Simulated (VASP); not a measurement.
# PbS in VASP: notebook

Runs on PbS. Level: PBEsol. Tasks: single point.

Program: VASP 6.6.1. These are calculated values, not measurements. Logs are shortened: lines on timing, memory, paths and dates and some standing lists are left out, and cuts for length are marked.

## Step 1: The cell of the first run

The cell holds a slab with vacuum, 4 atoms: a = 4.220 Å, b = 4.220 Å, c = 22.306 Å, α = 93.81°, β = 93.81°, γ = 90.05°.

## Step 2: Single point, PBEsol (one atom moved)

Contents of INCAR:

```
ALGO = Normal
EDIFF = 1E-6
ENCUT = 520
GGA = PS
ISIF = 2
ISMEAR = 0
LASPH = T
LCHARG = F
LREAL = F
LWAVE = F
NBANDS = 28
NELM = 100
PREC = Accurate
SIGMA = 0.02
```

Contents of KPOINTS:

```
k-points
0
Gamma
  6 6 2
```

Contents of POSCAR:

```
PbS
1.0
    2.9828237909     -2.9853071100      0.0000000000
    2.9828237909      2.9853071100      0.0000000000
   -2.0983282922      0.0000000000     22.2066715542
Pb S
2 2
Direct
    0.7325607200      0.7221167300      0.9356984400
    0.2628094440      0.2825131060      0.0643015600
    0.2459456800      0.2157896700      0.9443729600
    0.7842103300      0.7540543200      0.0556270400
```

Potentials or basis: VASP PAW PBE potentials, release 64 (Pb_d, S).

Run with:

```sh
cat potpaw_PBE.64/Pb_d/POTCAR potpaw_PBE.64/S/POTCAR > POTCAR
mpirun -np 1 vasp_std > vasp.out
```

OUTCAR:

```text
EDIFF = 1E-6
   ENCUT = 520
   GGA = PS
   ISIF = 2
   ISMEAR = 0
   LASPH = T
   LREAL = F
   NELM = 100
   PREC = Accurate

 ion  position               nearest neighbor table
   1  0.733  0.722  0.936-   4 2.66   3 2.93   3 2.99   3 2.99   3 3.05   2 4.07   2 4.13   2 4.13

   2  0.263  0.283  0.064-   3 2.67   4 2.84   4 2.99   4 3.00   4 3.14   1 4.07   1 4.13   1 4.13

   3  0.246  0.216  0.944-   2 2.67   1 2.93   1 2.99   1 2.99   1 3.05
   4  0.784  0.754  0.056-   1 2.66   2 2.84   2 2.99   2 3.00   2 3.14

  LATTYP: Found a base centered monoclinic cell.
 ALAT       =     5.9656475818
 B/A-ratio  =     1.0008325397
 C/A-ratio  =     3.7390052639
 COS(beta)  =    -0.0940718675

  Lattice vectors:

 A1 = (   2.9828237909,  -2.9853071100,   0.0000000000)
 A2 = (   2.9828237909,   2.9853071100,   0.0000000000)
 A3 = (  -2.0983282922,   0.0000000000,  22.2066715542)

Analysis of symmetry for initial positions (statically):
=====================================================================
 Subroutine PRICEL returns:
 Original cell was already a primitive cell.

 Routine SETGRP: Setting up the symmetry group for a
 base centered monoclinic supercell.

 Subroutine GETGRP returns: Found  1 space group operations
 (whereof  1 operations were pure point group operations)
 out of a pool of  4 trial point group operations.

The static configuration has the point symmetry C_1 .

Analysis of symmetry for dynamics (positions and initial velocities):
=====================================================================
 Subroutine PRICEL returns:
 Original cell was already a primitive cell.

 Routine SETGRP: Setting up the symmetry group for a
 base centered monoclinic supercell.

 Subroutine GETGRP returns: Found  1 space group operations
 (whereof  1 operations were pure point group operations)
 out of a pool of  4 trial point group operations.

The dynamic configuration has the point symmetry C_1 .

 Subroutine INISYM returns: Found  1 space group operations
 (whereof  1 operations are pure point group operations),
 and found     1 'primitive' translations

----------------------------------------------------------------------------------------

                                     Primitive cell

  volume of cell :     395.4851

  direct lattice vectors                    reciprocal lattice vectors
     2.982823791 -2.985307110  0.000000000     0.167626395 -0.167486956  0.015839168
     2.982823791  2.985307110  0.000000000     0.167626395  0.167486956  0.015839168
    -2.098328292  0.000000000 22.206671554     0.000000000  0.000000000  0.045031512

  length of vectors
     4.220106196  4.220106196 22.305587711     0.237489722  0.237489722  0.045031512

  position of ions in fractional coordinates (direct lattice)
     0.732560720  0.722116730  0.935698440
     0.262809444  0.282513106  0.064301560
     0.245945680  0.215789670  0.944372960
     0.784210330  0.754054320  0.055627040

  ion indices of the primitive-cell ions
   primitive index   ion index
                 1           1
                 2           2
                 3           3
                 4           4

----------------------------------------------------------------------------------------

 KPOINTS: k-points

Automatic generation of k-mesh.
 Grid dimensions read from file:
 generate k-points for:    6    6    2

 Generating k-lattice:

  Cartesian coordinates                     Fractional coordinates (reciprocal lattice)
     0.027937733 -0.027914493  0.002639861     0.166666667 -0.000000000  0.000000000
     0.027937733  0.027914493  0.002639861    -0.000000000  0.166666667  0.000000000
     0.000000000  0.000000000  0.022515756     0.000000000  0.000000000  0.500000000

  Length of vectors
     0.039581620  0.039581620  0.022515756

  Shift w.r.t. Gamma in fractional coordinates (k-lattice)
     0.000000000  0.000000000  0.000000000

 Subroutine IBZKPT returns following result:
 ===========================================

 Found     40 irreducible k-points:

 Following reciprocal coordinates:
            Coordinates               Weight
  0.000000  0.000000  0.000000      1.000000
  0.166667  0.000000  0.000000      2.000000
  0.000000 -0.166667 -0.000000      2.000000
  0.333333 -0.000000  0.000000      2.000000
  0.000000 -0.333333 -0.000000      2.000000
  0.500000  0.000000  0.000000      1.000000
[... 16 lines left out ...]
  0.000000 -0.166667  0.500000      2.000000
  0.333333 -0.000000  0.500000      2.000000
 [... further k-points ...]
   k-points           NKPTS =     40   k-points in BZ     NKDIM =     40   number of bands    NBANDS=     28
   number of dos      NEDOS =    301   number of ions     NIONS =      4
   total plane-waves  NPLWV = 172032
   dimension x,y,z NGX =    32 NGY =   32 NGZ =  168
   dimension x,y,z NGXF=    64 NGYF=   64 NGZF=  336
   ions per type =               2   2
   NGX,Y,Z   is equivalent  to a cutoff of  12.61, 12.61, 12.52 a.u.
   NGXF,Y,Z  is equivalent  to a cutoff of  25.21, 25.21, 25.04 a.u.
 SYSTEM =  unknown system
   PREC   = accura    normal or accurate (medium, high low for compatibility)
   ISTART =      0    job   : 0-new  1-cont  2-samecut
   ICHARG =      2    charge: 1-file 2-atom 10-const
   ISPIN  =      1    spin polarized calculation?
   LNONCOLLINEAR =      F non collinear calculations
   LSORBIT =      F    spin-orbit coupling
   LASPH  =      T    aspherical Exc in radial PAW
   ENCUT  =  520.0 eV  38.22 Ry    6.18 a.u.   7.85  7.85 41.47*2*pi/ulx,y,z
   NELM   =    100;   NELMIN=  2; NELMDL= -5     # of ELM steps
   EDIFF  = 0.1E-05   stopping-criterion for ELM
   LREAL  =      F    real-space projection
   EDIFFG = 0.1E-04   stopping-criterion for IOM
   NSW    =      0    number of steps for IOM
   IBRION =     -1    ionic relax: 0-MD 1-quasi-New 2-CG
   NFREE  =      0    steps in history (QN), initial steepest desc. (CG)
   ISIF   =      2    stress and relaxation
   ISYM   =      2    0-nonsym 1-usesym 2-fastsym
   POTIM  = 0.5000    time-step for ionic-motion
   TEBEG  =    0.0;   TEEND  =   0.0 temperature during run
   PSTRESS=    0.0 pullay stress
   NELECT =      40.0000    total number of electrons
   NUPDOWN=      -1.0000    fix difference up-down
   EMIN   =  10.00;   EMAX   =-10.00  energy-range for DOS
   EFERMI =   0.00;   METHOD = LEGACY
   ISMEAR =     0;   SIGMA  =   0.02  broadening in eV -4-tet -1-fermi 0-gaus
   EFERMI_NEDOS =   21; number of points for ismear=-14 and -15
   IALGO  =     38    algorithm
   IMIX   =      4    mixing-type and parameters
     AMIX     =   0.40;   BMIX     =  1.00
     AMIX_MAG =   1.60;   BMIX_MAG =  1.00
  volume/ion in A,a.u.               =      98.87       667.22
  Fermi-wavevector in a.u.,A,eV,Ry     =   0.762755  1.441397  7.915795  0.581794
  Thomas-Fermi vector in A             =   1.862286
   LORBIT       =      0    0 simple, 1 ext, 2 COOP (PROOUT), +10 PAW based schemes
   GGA     = PS    functional components
   LHFCALC =     F    Hartree Fock is set to
   AEXX    =    0.0000 exact exchange contribution
   IVDW    =     0    specifies the selected vdW correction
   LEPSILON=     F    determine dielectric tensor
   LRPA    =     F    only Hartree local field effects (RPA)
 non-spin polarized calculation
 Gauss-broadening in eV      SIGMA  =   0.02
  energy-cutoff  :      520.00
  volume of cell :      395.49
 maximum number of plane-waves:     10683
   NGX = 15   NGY = 15   NGZ = 83

 number of electron      39.9999999 magnetization

 Free energy of the ion-electron system (eV)
  ---------------------------------------------------
  ext. energy  EPLUGINS =         0.00000000
  ---------------------------------------------------
  free energy    TOTEN  =       -18.51339029 eV

  energy without entropy =      -18.51339029  energy(sigma->0) =      -18.51339029

 E-fermi :  -2.0484     XC(G=0):  -3.0886

 val. band max:       -2.2038565788   @ k =   0.0000  -0.3333   0.5000
 cond. band min:      -0.1542916219   @ k =   0.5000   0.0000   0.0000
 fundamental gap:      2.0495649569
 Fermi energy:        -2.0484034993

 k-point     1 :       0.0000    0.0000    0.0000
  band No.  band energies     occupation
      1     -18.2661      2.00000
      2     -18.1545      2.00000
      3     -18.1365      2.00000
      4     -18.1321      2.00000
      5     -18.1172      2.00000
      6     -18.1099      2.00000
[... 20 lines left out ...]
     27       3.1812      0.00000
     28       3.5867      0.00000

 k-point     2 :       0.1667    0.0000    0.0000
  band No.  band energies     occupation
      1     -18.2506      2.00000
      2     -18.1463      2.00000
      3     -18.1388      2.00000
      4     -18.1245      2.00000
      5     -18.1240      2.00000
      6     -18.1143      2.00000
[... 20 lines left out ...]
     27       3.0154      0.00000
     28       3.4349      0.00000

 k-point     3 :       0.0000   -0.1667   -0.0000
  band No.  band energies     occupation
      1     -18.2506      2.00000
      2     -18.1463      2.00000
      3     -18.1388      2.00000
      4     -18.1246      2.00000
      5     -18.1238      2.00000
      6     -18.1145      2.00000
[... 20 lines left out ...]
     27       3.0182      0.00000
     28       3.4358      0.00000

 k-point     4 :       0.3333   -0.0000    0.0000
  band No.  band energies     occupation
      1     -18.2161      2.00000
      2     -18.1526      2.00000
      3     -18.1381      2.00000
      4     -18.1317      2.00000
      5     -18.1251      2.00000
      6     -18.1146      2.00000
[... 20 lines left out ...]
     27       3.2927      0.00000
     28       3.5675      0.00000

 k-point     5 :       0.0000   -0.3333   -0.0000
  band No.  band energies     occupation
      1     -18.2161      2.00000
      2     -18.1526      2.00000
      3     -18.1381      2.00000
      4     -18.1318      2.00000
      5     -18.1250      2.00000
      6     -18.1146      2.00000
[... 20 lines left out ...]
     27       3.2929      0.00000
     28       3.5678      0.00000

 k-point     6 :       0.5000    0.0000    0.0000
  band No.  band energies     occupation
      1     -18.1888      2.00000
      2     -18.1703      2.00000
      3     -18.1447      2.00000
      4     -18.1362      2.00000
      5     -18.1181      2.00000
      6     -18.1169      2.00000
[... 463 lines left out ...]
      5     -18.1172      2.00000
      6     -18.1099      2.00000
[... 20 lines left out ...]
     27       3.2377      0.00000
     28       3.3182      0.00000

 k-point    22 :       0.1667    0.0000    0.5000
  band No.  band energies     occupation
      1     -18.2506      2.00000
      2     -18.1463      2.00000
      3     -18.1388      2.00000
      4     -18.1245      2.00000
      5     -18.1240      2.00000
      6     -18.1143      2.00000
[... 20 lines left out ...]
     27       3.3507      0.00000
     28       3.4418      0.00000

 k-point    23 :       0.0000   -0.1667    0.5000
  band No.  band energies     occupation
      1     -18.2506      2.00000
      2     -18.1463      2.00000
      3     -18.1388      2.00000
      4     -18.1246      2.00000
      5     -18.1238      2.00000
      6     -18.1145      2.00000
[... 20 lines left out ...]
     27       3.3460      0.00000
     28       3.4406      0.00000

 k-point    24 :       0.3333   -0.0000    0.5000
  band No.  band energies     occupation
      1     -18.2161      2.00000
      2     -18.1526      2.00000
      3     -18.1381      2.00000
      4     -18.1317      2.00000
      5     -18.1251      2.00000
      6     -18.1146      2.00000
[... 20 lines left out ...]
     27       3.3394      0.00000
     28       3.4366      0.00000

 [... further k-points ...]

------------------------ aborting loop because EDIFF is reached ----------------------------------------

  FORCE on cell =-STRESS in cart. coord.  units (eV):
  Direction    XX          YY          ZZ          XY          YZ          ZX
  --------------------------------------------------------------------------------------
  -------------------------------------------------------------------------------------
  Total       -1.3571899     -1.1156133     -0.4913423      0.0007044     -0.0841425      0.0133537
  in kB       -5.4982075     -4.5195394     -1.9905113      0.0028538     -0.3408757      0.0540982
  external PRESSURE =      -4.0027527 kB  Pullay stress =       0.0000000 kB

 VOLUME and BASIS-vectors are now :
 -----------------------------------------------------------------------------
  energy-cutoff  :      520.00
  volume of cell :      395.49
      direct lattice vectors                 reciprocal lattice vectors
     2.982823791 -2.985307110  0.000000000     0.167626395 -0.167486956  0.015839168
     2.982823791  2.985307110  0.000000000     0.167626395  0.167486956  0.015839168
    -2.098328292  0.000000000 22.206671554     0.000000000  0.000000000  0.045031512

 POSITION                                       TOTAL-FORCE (eV/Angst)
 -----------------------------------------------------------------------------------
      2.37564     -0.03118     20.77875         0.000834      0.026585      0.154046
      1.49168      0.05882      1.42792        -0.001142     -0.075149     -0.151488
     -0.60433     -0.09002     20.97138        -0.006030     -0.000451      0.001636
      4.47165     -0.09002      1.23529         0.006338      0.049015     -0.004194
 -----------------------------------------------------------------------------------
    total drift:                               -0.000006      0.000264     -0.000017

  FREE ENERGIE OF THE ION-ELECTRON SYSTEM (eV)
  ---------------------------------------------------
  free  energy   TOTEN  =       -18.5133902878 eV

  energy  without entropy=      -18.5133902878  energy(sigma->0) =      -18.51339029
```

Wall time 6.4 min (1 thread of AMD EPYC 9R45 (Zen 5), shared host); peak memory 0.62 GiB.

Results:

| Item | Value |
| --- | --- |
| Free energy | -18.5134 eV |
| Largest force | 0.169 eV/Å |
| Band gap on the k mesh | 2.05 eV, indirect (least direct gap 2.12 eV) |

Forces on the atoms (eV/Å):
```
Pb   0.001  0.027  0.154
Pb  -0.001 -0.075 -0.151
S   -0.006  0.000  0.002
S    0.006  0.049 -0.004
```

Caveat: the cell differs from its parent crystal (one atom moved); the PAW data sets were made with another functional, which shifts forces and pressure a little; spin-orbit coupling is left out, which moves the levels of the heavy elements.

## Step 3: Single point, PBEsol (strained and its atoms moved)

Contents of INCAR:

```
PREC = Accurate
ENCUT = 520
EDIFF = 1E-7
ISMEAR = 0
SIGMA = 0.02
LREAL = False
LASPH = True
NELM = 100
ALGO = Normal
ISIF = 2
LWAVE = False
LCHARG = False
GGA = PS
NBANDS = 28
```

Contents of KPOINTS:

```
regular mesh
0
Gamma
  6 6 2
```

Contents of POSCAR:

```
PbS
1.0
    2.8878208532     -2.9749182413      0.0009545036
    2.8878208532      2.9749182413      0.0009545036
   -2.0243904012      0.0000000000     21.4263238509
Pb S
2 2
Direct
    0.7427286714      0.7182539093      0.9321954398
    0.2817460907      0.2572713286      0.0678045602
    0.2445411462      0.2284159083      0.9403457039
    0.7715840917      0.7554588538      0.0596542961
```

Potentials or basis: VASP PAW PBE potentials, release 64 (Pb_d, S).

Run with:

```sh
cat potpaw_PBE.64/Pb_d/POTCAR potpaw_PBE.64/S/POTCAR > POTCAR
mpirun -np 1 vasp_std > vasp.out
```

Run time: 6.9 min. Hardware: 1 thread of Intel Xeon Platinum 8259CL at 2.50GHz (Skylake/Cascade Lake), shared host; peak memory 0.55 GiB.

The run converged. Its results:

```yaml
Free_energy: -18.4919 eV
Largest_force: 0.311 eV/Å
Band_gap_on_the_k_mesh: 1.85 eV, indirect (least direct gap 1.93 eV)
```

Forces in eV/Å, atoms in the order of the input:
```
Pb   0.007  0.002  0.310
Pb  -0.007  0.002 -0.310
S   -0.118 -0.002  0.231
S    0.118 -0.002 -0.231
```

Levels at points of the mesh, in eV from the valence-band top:
| k point | band 18 | band 19 | band 20 | band 21 | band 22 | band 23 |
| --- | --- | --- | --- | --- | --- | --- |
| (0.00, 0.00, 0.00) | -1.68 | -1.41 | -0.25 | 1.85 | 3.91 | 4.74 |
| (0.50, 0.00, 0.00) | -1.02 | -0.02 | 0.00 | 1.93 | 1.94 | 2.98 |
| (0.50, 0.50, 0.00) | -3.01 | -1.57 | -1.35 | 3.86 | 4.07 | 5.21 |
| (0.00, 0.00, 0.50) | -1.68 | -1.41 | -0.25 | 1.85 | 3.94 | 4.50 |
| (0.50, 0.00, 0.50) | -1.02 | -0.02 | 0.00 | 1.93 | 1.94 | 2.98 |
| (0.50, 0.50, 0.50) | -3.01 | -1.57 | -1.35 | 3.86 | 4.07 | 5.21 |

Caveat: the cell differs from its parent crystal (strained and its atoms moved); the PAW data sets were made with another functional, which shifts forces and pressure a little; spin-orbit coupling is left out, which moves the levels of the heavy elements.

## Step 4: Single point, PBEsol (one atom moved)

Contents of INCAR:

```
SYSTEM = PbS
PREC = Accurate ; ENCUT = 520
EDIFF = 1E-6 ; ISMEAR = 0
SIGMA = 0.02 ; LREAL = .False.
LASPH = .True. ; NELM = 80
ALGO = Normal ; ISIF = 2
LWAVE = .False. ; LCHARG = .False.
GGA = PS ; NBANDS = 28
```

Contents of KPOINTS:

```
Automatic mesh
0
Gamma
  6 6 2
  0 0 0
```

Contents of POSCAR:

```
PbS
1.0
    2.9828237909     -2.9853071100      0.0000000000
    2.9828237909      2.9853071100      0.0000000000
   -2.0983282922      0.0000000000     22.2066715542
Pb S
2 2
Direct
    0.7228025667      0.7243305443      0.9349009319
    0.2778832700      0.2674392800      0.0643015600
    0.2459456800      0.2157896700      0.9443729600
    0.7842103300      0.7540543200      0.0556270400
```

Run with:

```sh
cat potpaw_PBE.64/Pb_d/POTCAR potpaw_PBE.64/S/POTCAR > POTCAR
mpirun -np 1 vasp_std > vasp.out
```

Wall time 12 min (1 thread of Oxide Virtual Turin-like, shared host); peak memory 0.61 GiB.

Results (log left out):

| Item | Value |
| --- | --- |
| Free energy | -18.5120 eV |
| Largest force | 0.279 eV/Å |
| Band gap on the k mesh | 2.04 eV, indirect (least direct gap 2.10 eV) |

Forces in eV/Å, atoms in the order of the input:
```
Pb   0.010 -0.024  0.278
Pb  -0.008  0.008 -0.155
S   -0.009  0.012 -0.028
S    0.007  0.003 -0.095
```

Levels at points of the mesh, in eV from the valence-band top:
```
           k point  band 17  band 18  band 19  band 20  band 21  band 22  band 23  band 24
(0.00, 0.00, 0.00)    -2.39    -1.25    -1.25    -0.06     2.08     4.13     4.84     4.84
(0.50, 0.00, 0.00)    -0.97    -0.90    -0.13    -0.06     2.04     2.08     3.10     3.14
(0.00, 0.50, 0.00)    -0.96    -0.91    -0.13    -0.06     2.06     2.07     3.12     3.13
(0.50, 0.50, 0.00)    -2.64    -2.64    -1.31    -1.28     4.20     4.29     5.16     5.16
(0.00, 0.00, 0.50)    -2.39    -1.25    -1.25    -0.06     2.08     4.15     4.65     4.84
(0.50, 0.00, 0.50)    -0.97    -0.90    -0.13    -0.06     2.04     2.08     3.10     3.14
(0.00, 0.50, 0.50)    -0.96    -0.91    -0.13    -0.06     2.06     2.07     3.12     3.13
(0.50, 0.50, 0.50)    -2.64    -2.64    -1.31    -1.28     4.20     4.29     5.16     5.16
```

Caveat: the cell differs from its parent crystal (one atom moved); the PAW data sets were made with another functional, which shifts forces and pressure a little; spin-orbit coupling is left out, which moves the levels of the heavy elements.
